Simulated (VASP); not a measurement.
## Sc: single point with PBEsol

Crystal: Sc.

```
Sc
1.0
     5.81252    0.00000    0.00000
     0.00000    5.81252    0.00000
     0.00000    0.00000    5.81252
Sc
8
Direct
  0.00000 0.00000 0.00000
  0.50000 0.50000 0.50000
  0.25000 0.00000 0.50000
  0.75000 0.00000 0.50000
  0.50000 0.25000 0.00000
  0.50000 0.75000 0.00000
  0.00000 0.50000 0.25000
  0.00000 0.50000 0.75000
```

* Program: VASP 6.6.1
* Task: single point
* Functional: PBEsol
* Potentials or basis: VASP PAW PBE potentials, release 64 (Sc_sv)
* Cutoff: 520 eV
* k mesh: 6 × 6 × 6
* Occupations: fermi-dirac, width 0.1 eV
* Spin: no spin polarisation
* Dipole correction: no
* Further INCAR settings: ALGO = Normal; EDIFF = 1e-06; NBANDS = 54

```
Pressure               : 0.0 GPa
Band gap on the k mesh : zero (band 44 reaches 3.75 eV, above the bottom of band 45 at 3.36 eV)
```

Levels at points of the mesh, in eV from the Fermi level:
| k point | band 42 | band 43 | band 44 | band 45 | band 46 | band 47 |
| --- | --- | --- | --- | --- | --- | --- |
| (0.00, 0.00, 0.00) | -0.54 | -0.34 | -0.34 | -0.34 | -0.09 | -0.09 |
| (0.50, 0.00, 0.00) | -0.37 | -0.05 | -0.05 | 0.10 | 0.10 | 0.15 |
| (0.50, 0.50, 0.00) | -0.04 | 0.00 | 0.00 | 0.07 | 0.11 | 0.28 |
| (0.50, 0.50, 0.50) | 0.05 | 0.05 | 0.05 | 0.47 | 0.47 | 0.47 |

It took 6.3 min on 1 thread of AMD EPYC 7R43 64-Core Processor (Zen 3) (shared host), peak memory 0.37 GiB.

Caveat: the PAW data sets were made with another functional, which shifts forces and pressure a little.
